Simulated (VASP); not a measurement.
Write the native input for VASP 6.6.1 that does the following.

- Task: single point
- Functional: LDA
- Potentials or basis: VASP PAW LDA potentials, release 64 (Ag, Cl)
- Cutoff: 520 eV
- k mesh: 8 × 8 × 8
- Occupations: fermi-dirac, width 0.05 eV
- Spin: no spin polarisation
- Dipole correction: no
- Further INCAR settings: ALGO = Normal; EDIFF = 1e-07; NBANDS = 16

The structure of AgCl (Chlorargyrite) lies in POSCAR:

```
AgCl
1.0
    0.0000000000      2.7886410693      2.7886410693
    2.7886410693      0.0000000000      2.7886410693
    2.7886410693      2.7886410693      0.0000000000
Ag Cl
1 1
Direct
    0.0000000000      0.0000000000      0.0000000000
    0.5000000000      0.5000000000      0.5000000000
```

One way to write it, as run:

INCAR

```
PREC = Accurate ; ENCUT = 520
EDIFF = 1E-7 ; ISMEAR = -1
SIGMA = 0.05 ; LREAL = F
LASPH = T ; NELM = 60
ALGO = Normal ; ISIF = 2
LWAVE = F ; LCHARG = F
GGA = CA ; NBANDS = 16
```

KPOINTS

```
Automatic mesh
0
Gamma
  8 8 8
```

Potentials or basis: VASP PAW LDA potentials, release 64 (Ag, Cl).

The run is started by

```bash
$ cat potpaw_LDA.64/Ag/POTCAR potpaw_LDA.64/Cl/POTCAR > POTCAR
$ mpirun -np 1 vasp_std > vasp.out
```

It gave:

The pressure is -6.2 GPa and the band gap on the k mesh is 0.65 eV, indirect (least direct gap 2.88 eV).

It used 41 s of CPU time on 1 thread of AMD EPYC 7R13 Processor (Zen 3) (shared host).
